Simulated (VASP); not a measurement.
# Si8O15 (a cell with a defect) in VASP: a series of runs

The runs below take Si8O15 (a cell with a defect) through single point, with PBE.

Everything below comes from runs of VASP 6.6.1. Logs are shortened: lines on timing, memory, paths and dates and some standing lists are left out, and cuts for length are marked.

## Step 1: The cell of the first run

The cell holds a defect, 23 atoms: a = 5.878 Å, b = 5.878 Å, c = 5.320 Å, α = 90.00°, β = 90.00°, γ = 90.00°.

## Step 2: Single point, PBE, collinear spin

The input, INCAR:

```
SYSTEM = Si8O15
PREC = Accurate
ENCUT = 520
EDIFF = 1E-6
ISMEAR = 0
SIGMA = 0.02
LREAL = Auto
LASPH = .TRUE.
NELM = 150
ALGO = Normal
ISIF = 2
LWAVE = .FALSE.
LCHARG = .FALSE.
ISPIN = 2
MAGMOM = 0 0 0 0 0 0 0 0 0 0 0 0 0 0 0 0 0 0 0 0 0 0.05 0
LORBIT = 11
GGA = PE
NELECT = 121.0
NBANDS = 82
```

The input, KPOINTS:

```
regular mesh
0
G
  2 2 3
  0 0 0
```

The input, POSCAR:

```
Si8O15
1.0
   -4.1564000000     -4.1564000000      0.0000000000
    4.1564000000     -4.1564000000      0.0000000000
    0.0000000000      0.0000000000      5.3204000000
Si O
8 15
Direct
    0.5009035463      0.5031552545      0.0304351177
    0.0005936628      0.4978802570      0.2502174649
    0.5008346165      0.5031428640      0.4700107135
    0.0008043018      0.4966788567      0.7502200962
    0.0005738139     -0.0007619575      0.0001428464
    0.5006279473      0.0051879030      0.2502161492
    0.0005640699     -0.0007603936      0.5002879483
    0.5005517996     -0.0511354778      0.7502146455
    0.1964942017      0.4987206477      0.0075590181
    0.0005483110      0.1916663459      0.2502153973
    0.8044284718      0.4984848667      0.0074026389
    0.0002639303      0.8056026850      0.2502191565
    0.1964943220      0.4987166779      0.4928665138
    0.0006502021      0.1945567077      0.7502161492
    0.8044306371      0.4984819796      0.4930234569
    0.0003737609      0.8023552834      0.7502123900
    0.6920398662      0.0063029304     -0.0045581159
    0.5006313156      0.7047548359      0.2502232915
    0.3089875854      0.0059262824     -0.0045316142
    0.5002355404      0.3011529208      0.2502106984
    0.6920379415      0.0063075017      0.5049953011
    0.4999944664      0.4713357713      0.7502165251
    0.3089883072      0.0059327784      0.5049682355
```

Potentials or basis: VASP PAW PBE potentials, release 64 (Si, O).

Command:

```
> cat potpaw_PBE.64/Si/POTCAR potpaw_PBE.64/O/POTCAR > POTCAR
> mpirun -np 1 vasp_std > vasp.out
```

OUTCAR:

```text
SYSTEM = Si8O15
   PREC = Accurate
   ENCUT = 520
   EDIFF = 1E-6
   ISMEAR = 0
   LREAL = Auto
   LASPH = .TRUE.
   NELM = 150
   ISIF = 2
   ISPIN = 2
   LORBIT = 11
   GGA = PE
   NELECT = 121.0

 ion  position               nearest neighbor table
   1  0.501  0.503  0.030-  22 1.50  18 1.66  20 1.67  11 1.79   9 1.79   3 2.34   3 2.98   8 3.01

   2  0.001  0.498  0.250-  13 1.73   9 1.73  15 1.73  11 1.73  10 1.80  12 1.81   4 2.66   4 2.66

   3  0.501  0.503  0.470-  22 1.50  18 1.66  20 1.67  15 1.79  13 1.79   1 2.34   1 2.98   8 3.01
[... 11 lines left out ...]
   9  0.196  0.499  0.008-   2 1.73   4 1.79   1 1.79
  10  0.001  0.192  0.250-   7 1.75   5 1.75   2 1.80
  11  0.804  0.498  0.007-   2 1.73   1 1.79   4 1.79
  12  0.000  0.806  0.250-   7 1.75   5 1.75   2 1.81
  13  0.196  0.499  0.493-   2 1.73   4 1.79   3 1.79
  14  0.001  0.195  0.750-   5 1.76   7 1.76   4 1.78
  15  0.804  0.498  0.493-   2 1.73   3 1.79   4 1.79
  16  0.000  0.802  0.750-   7 1.76   5 1.76   4 1.80
  17  0.692  0.006  0.995-   8 1.76   6 1.76   5 1.81
  18  0.501  0.705  0.250-   1 1.66   3 1.66   6 1.77
  19  0.309  0.006  0.995-   8 1.76   6 1.76   5 1.81
  20  0.500  0.301  0.250-   1 1.67   3 1.67   6 1.74
  21  0.692  0.006  0.505-   8 1.76   6 1.76   7 1.81
  22  0.500  0.471  0.750-   3 1.50   1 1.50
  23  0.309  0.006  0.505-   8 1.76   6 1.76   7 1.81

  LATTYP: Found a simple tetragonal cell.
 ALAT       =     5.8780372506
 C/A-ratio  =     0.9051320659

  Lattice vectors:

 A1 = (  -4.1564000000,  -4.1564000000,   0.0000000000)
 A2 = (   4.1564000000,  -4.1564000000,   0.0000000000)
 A3 = (   0.0000000000,   0.0000000000,   5.3204000000)

Analysis of symmetry for initial positions (statically):
=====================================================================
 Subroutine PRICEL returns:
 Original cell was already a primitive cell.

 Routine SETGRP: Setting up the symmetry group for a
 simple tetragonal supercell.

 Subroutine GETGRP returns: Found  1 space group operations
 (whereof  1 operations were pure point group operations)
 out of a pool of 16 trial point group operations.

The static configuration has the point symmetry C_1 .

Analysis of symmetry for dynamics (positions and initial velocities):
=====================================================================
 Subroutine PRICEL returns:
 Original cell was already a primitive cell.

 Routine SETGRP: Setting up the symmetry group for a
 simple tetragonal supercell.

 Subroutine GETGRP returns: Found  1 space group operations
 (whereof  1 operations were pure point group operations)
 out of a pool of 16 trial point group operations.

The dynamic configuration has the point symmetry C_1 .

Analysis of structural, dynamic, and magnetic symmetry:
=====================================================================
 Subroutine PRICEL returns:
 Original cell was already a primitive cell.

 Routine SETGRP: Setting up the symmetry group for a
 simple tetragonal supercell.

 Subroutine GETGRP returns: Found  1 space group operations
 (whereof  1 operations were pure point group operations)
 out of a pool of 16 trial point group operations.

The overall configuration has the point symmetry C_1 .

 Subroutine INISYM returns: Found  1 space group operations
 (whereof  1 operations are pure point group operations),
 and found     1 'primitive' translations

----------------------------------------------------------------------------------------

                                     Primitive cell

  volume of cell :     183.8269

  direct lattice vectors                    reciprocal lattice vectors
    -4.156400000 -4.156400000  0.000000000    -0.120296410 -0.120296410  0.000000000
     4.156400000 -4.156400000  0.000000000     0.120296410 -0.120296410  0.000000000
     0.000000000  0.000000000  5.320400000     0.000000000  0.000000000  0.187955793

  length of vectors
[... 87 lines left out ...]
  0.000000  0.500000  0.333333      2.000000
  0.500000  0.500000  0.333333      2.000000
[... 41 lines left out ...]
  ---------------------------------------------------
  free energy    TOTEN  =      -180.39108709 eV

  energy without entropy =     -180.39108709  energy(sigma->0) =     -180.39108709

 E-fermi :  10.1613     XC(G=0): -12.0252

 val. band max:        9.9846631173   @ k =   0.5000   0.5000   0.3333
 cond. band min:      10.9175187374   @ k =   0.0000   0.0000   0.0000
 fundamental gap:      0.9328556201
 Fermi energy:        10.1612956266

 spin component 1

 k-point     1 :       0.0000    0.0000    0.0000
  band No.  band energies     occupation
      1     -14.9154      1.00000
      2     -13.3439      1.00000
      3     -12.9959      1.00000
      4     -12.4530      1.00000
      5     -12.0373      1.00000
      6     -11.8992      1.00000
[... 589 lines left out ...]
     71      17.7078      0.00000
     72      17.9291      0.00000
 Fermi energy:        10.1612956266

 spin component 2

 k-point     1 :       0.0000    0.0000    0.0000
  band No.  band energies     occupation
      1     -14.8885      1.00000
      2     -13.3215      1.00000
      3     -12.9483      1.00000
      4     -12.4435      1.00000
      5     -11.9471      1.00000
      6     -11.8328      1.00000
[... 589 lines left out ...]
     71      17.8344      0.00000
     72      17.9442      0.00000
 [bands above 72 left out]

------------------------ aborting loop because EDIFF is reached ----------------------------------------

  FORCE on cell =-STRESS in cart. coord.  units (eV):
  Direction    XX          YY          ZZ          XY          YZ          ZX
  --------------------------------------------------------------------------------------
  -------------------------------------------------------------------------------------
  Total        8.2911984      8.2330499     29.1996036     -3.9516884      0.0004099     -0.0004187
  in kB       72.2634910     71.7566870    254.4946084    -34.4416799      0.0035727     -0.0036494
  external PRESSURE =     132.8382621 kB  Pullay stress =       0.0000000 kB

 VOLUME and BASIS-vectors are now :
 -----------------------------------------------------------------------------
  energy-cutoff  :      520.00
  volume of cell :      183.83
      direct lattice vectors                 reciprocal lattice vectors
    -4.156400000 -4.156400000  0.000000000    -0.120296410 -0.120296410  0.000000000
     4.156400000 -4.156400000  0.000000000     0.120296410 -0.120296410  0.000000000
     0.000000000  0.000000000  5.320400000     0.000000000  0.000000000  0.187955793

 POSITION                                       TOTAL-FORCE (eV/Angst)
 -----------------------------------------------------------------------------------
      0.00936     -4.17327      0.16193         0.134213     -0.108293     -0.071845
      2.06692     -2.07186      1.33126         0.121962     -0.107455     -0.000868
      0.00959     -4.17293      2.50065         0.131013     -0.111968      0.066906
      2.06105     -2.06774      3.99147         0.053474     -0.037535     -0.001482
      4.15085     -4.15562      0.00076         0.060113     -0.053550     -0.033535
     -2.05925     -2.10237      1.33125         0.203139     -0.183181     -0.000388
[... 15 lines left out ...]
     -0.11912     -4.03724      3.99145        -2.082445      2.069124      0.004178
     -1.25962     -1.30894      2.68663        -0.003399     -0.015165      0.075108
 -----------------------------------------------------------------------------------
    total drift:                                0.004945     -0.002060      0.003511

  FREE ENERGIE OF THE ION-ELECTRON SYSTEM (eV)
  ---------------------------------------------------
  free  energy   TOTEN  =      -180.3910870907 eV

  energy  without entropy=     -180.3910870907  energy(sigma->0) =     -180.39108709

 total charge

# of ion       s       p       d       tot
------------------------------------------
    1        0.635   1.012   0.000   1.647
    2        0.597   0.916   0.000   1.513
    3        0.635   1.012   0.000   1.647
    4        0.576   0.840   0.000   1.416
    5        0.585   0.873   0.000   1.458
    6        0.586   0.887   0.000   1.473
[... 15 lines left out ...]
   22        1.585   3.863   0.000   5.448
   23        1.555   3.656   0.000   5.211
--------------------------------------------------
tot         28.199  62.776   0.000  90.975

 magnetization (x)

# of ion       s       p       d       tot
------------------------------------------
    1        0.001   0.000   0.000   0.001
    2        0.000   0.000   0.000   0.001
    3        0.001   0.000   0.000   0.001
    4        0.000   0.000   0.000   0.000
    5       -0.000  -0.000   0.000  -0.000
    6       -0.001   0.000   0.000  -0.000
[... 15 lines left out ...]
   22        0.010   0.060   0.000   0.070
   23        0.004   0.041   0.000   0.045
--------------------------------------------------
tot          0.145   0.381   0.000   0.526
```

Run time: 5.9 min. Hardware: 1 thread of Intel Xeon Platinum 8375C at 2.90GHz (Ice Lake), shared host; peak memory 0.42 GiB.

What came out:

```
Free energy                                           : -180.3911 eV
Largest force                                         : 2.936 eV/Å
Net moment                                            : 1.00 μB per cell
Site moments                                          : Si +0.00, -0.00, +0.25 (each value once); O +0.00, +0.01, -0.00, +0.04, +0.07 (each value once) μB
Valence electrons inside the program's atomic spheres : Si 1.65, 1.51, 1.42, 1.46, 1.47 (each value once); O 5.24, 5.25, 5.23, 5.21, 5.31, 5.33, 5.45 (each value once)
```

Forces on the atoms (eV/Å):
```
Si   0.134 -0.108 -0.072
Si   0.122 -0.107 -0.001
Si   0.131 -0.112  0.067
Si   0.053 -0.038 -0.001
Si   0.060 -0.054 -0.034
Si   0.203 -0.183  0.000
Si   0.060 -0.054  0.034
Si  -0.018  0.018  0.001
O    0.162 -0.206  0.013
O    0.094 -0.098  0.000
O    0.194 -0.173  0.015
O    0.077 -0.083 -0.001
O    0.163 -0.206 -0.012
O    0.080 -0.082  0.001
O    0.196 -0.171 -0.015
O    0.041 -0.045  0.000
O    0.009  0.003 -0.080
O    0.183 -0.188  0.001
O   -0.003 -0.015 -0.077
O    0.134 -0.154  0.002
O    0.010  0.003  0.080
O   -2.082  2.069  0.004
O   -0.003 -0.015  0.075
```

Caveat: the k points lie up to 0.53 Å⁻¹ apart; the cell carries a net charge on a neutralising background, which shifts energy and pressure; the cell is charged against a uniform background, so pressure and absolute levels hang on convention.

## Step 3: Single point, PBE, collinear spin

Changes to INCAR since step 2:

```diff
@@ -17,3 +17,3 @@
 GGA = PE
+NBANDS = 82
 NELECT = 121.0
-NBANDS = 82
```

The input, KPOINTS:

```
Automatic mesh
0
G
  2 2 3
  0 0 0
```

The input, POSCAR:

```
Si8O15
1.0
   -4.1564000000     -4.1564000000      0.0000000000
    4.1564000000     -4.1564000000      0.0000000000
    0.0000000000      0.0000000000      5.3204000000
Si O
8 15
Direct
    0.5013625974      0.4940644548      0.0271259680
    0.0009699500      0.4980640699      0.2503614390
    0.5012777885      0.4940794919      0.4736376964
    0.0012347224      0.4984719950      0.7503779791
    0.0009336204      0.0011265759      0.0003492219
    0.5009621307      0.0019670869      0.2503644463
    0.0009213502      0.0011268165      0.5003751598
    0.5008901934     -0.0335670292      0.7503612510
    0.1972034693      0.4966804206      0.0065246974
    0.0008838177      0.1929238043      0.2503631306
    0.8044109085      0.4964929987      0.0062895647
    0.0005877683      0.8060489847      0.2503648222
    0.1972157396      0.4966864354      0.4942246824
    0.0010048359      0.1960178279      0.7503642583
    0.8043951496      0.4965034645      0.4944571837
    0.0007038543      0.8039376624      0.7503606872
    0.6930244923      0.0058105572     -0.0035029321
    0.5010063998      0.7006640362      0.2503794827
    0.3087205274      0.0053823020     -0.0034745508
    0.5005065682      0.2981665624      0.2503706488
    0.6930211240      0.0058115196      0.5042299451
    0.5001291983      0.5723643056      0.7502016766
    0.3087218506      0.0053853094      0.5042008120
```

Potentials or basis: VASP PAW PBE potentials, release 64 (Si, O).

Command:

```
> cat potpaw_PBE.64/Si/POTCAR potpaw_PBE.64/O/POTCAR > POTCAR
> mpirun -np 1 vasp_std > vasp.out
```

Wall time 14 min (1 thread of Intel Xeon 8259CL, shared host); peak memory 0.43 GiB.

Results (log left out):

```yaml
Free_energy: -180.2718 eV
Largest_force: 4.727 eV/Å
Net_moment: 0.00 μB per cell
Valence_electrons_inside_the_program's_atomic_spheres: Si 1.61, 1.50, 1.42, 1.46, 1.47 (each value once); O 5.24, 5.25, 5.23, 5.21, 5.28, 5.33, 5.37 (each value once)
```

Forces in eV/Å, atoms in the order of the input:
```
Si  -0.457  0.500 -0.544
Si  -0.016  0.031  0.008
Si  -0.479  0.512  0.466
Si  -0.035  0.054 -0.005
Si  -0.073  0.080 -0.023
Si  -0.198  0.216  0.001
Si  -0.073  0.080  0.022
Si   1.043 -1.034 -0.001
O   -0.116  0.076 -0.111
O   -0.057  0.056  0.000
O   -0.086  0.100 -0.107
O   -0.082  0.075 -0.001
O   -0.108  0.087  0.105
O   -0.080  0.073  0.001
O   -0.096  0.095  0.098
O   -0.059  0.050  0.002
O   -0.465  0.437 -0.040
O   -0.276  0.266 -0.004
O   -0.431  0.459 -0.037
O   -0.282  0.257  0.001
O   -0.466  0.435  0.041
O    3.318 -3.365  0.093
O   -0.430  0.459  0.036
```

Levels at points of the mesh, in eV from the Fermi level:
Spin up:
| k point | band 59 | band 60 | band 61 | band 62 | band 63 | band 64 |
| --- | --- | --- | --- | --- | --- | --- |
| (0.00, 0.00, 0.00) | -4.45 | -3.74 | -0.77 | 1.57 | 2.63 | 2.98 |
| (0.50, 0.00, 0.00) | -4.51 | -4.20 | -0.30 | 1.78 | 2.97 | 3.50 |
| (0.00, 0.50, 0.00) | -4.48 | -4.07 | -0.23 | 0.89 | 3.37 | 3.43 |
| (0.50, 0.50, 0.00) | -4.75 | -4.47 | -0.06 | 1.03 | 3.98 | 4.20 |
Spin down:
| k point | band 58 | band 59 | band 60 | band 61 | band 62 | band 63 | band 64 | band 65 |
| --- | --- | --- | --- | --- | --- | --- | --- | --- |
| (0.00, 0.00, 0.00) | -4.74 | -4.45 | -3.74 | -0.77 | 1.57 | 2.63 | 2.98 | 3.54 |
| (0.50, 0.00, 0.00) | -5.14 | -4.51 | -4.20 | -0.30 | 1.78 | 2.97 | 3.50 | 4.04 |
| (0.00, 0.50, 0.00) | -4.70 | -4.48 | -4.07 | -0.23 | 0.89 | 3.37 | 3.43 | 3.76 |
| (0.50, 0.50, 0.00) | -4.89 | -4.75 | -4.47 | -0.06 | 1.03 | 3.98 | 4.20 | 4.30 |

Caveat: the k points lie up to 0.53 Å⁻¹ apart; the cell carries a net charge on a neutralising background, which shifts energy and pressure; the cell is charged against a uniform background, so pressure and absolute levels hang on convention.

## Step 4: Single point, PBE, collinear spin

The input, INCAR:

```
PREC = Accurate
ENCUT = 520
EDIFF = 1E-6
ISMEAR = 0
SIGMA = 0.02
LREAL = Auto
LASPH = T
NELM = 150
ALGO = Normal
ISIF = 2
LWAVE = F
LCHARG = F
ISPIN = 2
MAGMOM = 0 0 0 0 0 0 0 0 0 0 0 0 0 0 0 0 0 0 0 0 0 0.05 0
LORBIT = 11
GGA = PE
NBANDS = 82
NELECT = 121.0
```

The input, KPOINTS:

```
Automatic mesh
0
Gamma
  2 2 3
```

The input, POSCAR:

```
Si8O15
1.0
   -4.1564000000     -4.1564000000      0.0000000000
    4.1564000000     -4.1564000000      0.0000000000
    0.0000000000      0.0000000000      5.3204000000
Si O
8 15
Direct
    0.5013929121      0.4975722981      0.0310125179
    0.0008385863      0.4963392599      0.2502918953
    0.5013131556      0.4975510057      0.4695599955
    0.0011576124      0.4970569483      0.7502871965
    0.0007677317      0.0000671254      0.0003749718
    0.5008278799      0.0023618997      0.2502883242
    0.0007561832      0.0000683284      0.5002001729
    0.5007368155     -0.0467234867      0.7502907676
    0.1970457608      0.4957845732      0.0073703105
    0.0007057790      0.1917511548      0.2502866326
    0.8041498653      0.4955599798      0.0070703331
    0.0003826629      0.8047487008      0.2502905797
    0.1970378212      0.4957737465      0.4932067138
    0.0008359398      0.1949647532      0.7502879483
    0.8041547974      0.4955538447      0.4935040598
    0.0005231691      0.8024370850      0.7502841892
    0.6929031133      0.0085772544     -0.0032095331
    0.5008151285      0.7018973150      0.2502947147
    0.3084952122      0.0080922192     -0.0031811518
    0.5002577952      0.2986674767      0.2502768589
    0.6929019103      0.0085808632      0.5037899406
    0.4995757146      0.5341667068      0.7503071198
    0.3084943701      0.0080988355      0.5037611834
```

Command:

```
> cat potpaw_PBE.64/Si/POTCAR potpaw_PBE.64/O/POTCAR > POTCAR
> mpirun -np 1 vasp_std > vasp.out
```

It took 8.2 min on 1 thread of Intel Xeon 8259CL, shared host; peak memory 0.43 GiB.

The run converged. Its results:

```yaml
Free_energy: -179.7529 eV
Largest_force: 0.079 eV/Å
Net_moment: 1.00 μB per cell
Site_moments: Si +0.01, +0.00, +0.28 (each value once); O +0.00, +0.01, -0.00, +0.04 (each value once) μB
Valence_electrons_inside_the_program's_atomic_spheres: Si 1.65, 1.51, 1.42, 1.46, 1.48, 1.52 (each value once); O 5.24, 5.26, 5.23, 5.25, 5.21, 5.30, 5.34, 5.43 (each value once)
```

Forces in eV/Å, atoms in the order of the input:
```
Si   0.043  0.005 -0.055
Si  -0.001  0.012 -0.002
Si   0.042  0.001  0.067
Si   0.014 -0.004  0.001
Si   0.009 -0.002 -0.012
Si   0.037 -0.013  0.000
Si   0.009 -0.003  0.012
Si  -0.011  0.013 -0.001
O   -0.017 -0.015  0.002
O    0.019 -0.020  0.001
O    0.009  0.009  0.001
O   -0.016  0.012  0.001
O   -0.019 -0.018 -0.002
O    0.004 -0.009  0.000
O    0.013  0.010  0.001
O   -0.016  0.010  0.000
O   -0.025 -0.008 -0.001
O    0.021 -0.035  0.001
O    0.005  0.021  0.000
O   -0.061  0.029  0.000
O   -0.025 -0.007  0.001
O   -0.041 -0.008 -0.013
O    0.005  0.020  0.000
```

Levels at points of the mesh, in eV from the Fermi level:
Spin up:
```csv
k point,band 57,band 58,band 59,band 60,band 61,band 62,band 63,band 64,band 65,band 66
"(0.00, 0.00, 0.00)",-4.80,-4.58,-4.24,-3.65,-0.93,1.51,2.69,3.06,3.99,4.11
"(0.50, 0.00, 0.00)",-5.19,-5.05,-4.43,-3.99,-0.56,1.79,3.07,3.56,4.21,4.25
"(0.00, 0.50, 0.00)",-5.10,-4.48,-4.26,-3.95,-0.51,1.04,3.54,3.65,3.93,4.30
"(0.50, 0.50, 0.00)",-4.95,-4.74,-4.74,-4.30,-0.34,1.15,4.14,4.31,4.38,4.73
```
Spin down:
```tsv
k point	band 56	band 57	band 58	band 59	band 60	band 61	band 62	band 63	band 64	band 65
(0.00, 0.00, 0.00)	-4.87	-4.76	-4.52	-4.21	-3.62	0.18	2.31	2.76	3.21	4.15
(0.50, 0.00, 0.00)	-5.30	-5.13	-5.04	-4.42	-3.97	0.65	2.54	3.21	3.56	4.36
(0.00, 0.50, 0.00)	-5.38	-5.08	-4.45	-4.22	-3.93	0.82	1.50	3.74	3.96	3.97
(0.50, 0.50, 0.00)	-5.02	-4.87	-4.72	-4.71	-4.28	1.01	1.63	4.34	4.56	4.65
```

Caveat: the k points lie up to 0.53 Å⁻¹ apart; the cell carries a net charge on a neutralising background, which shifts energy and pressure; the cell is charged against a uniform background, so pressure and absolute levels hang on convention.
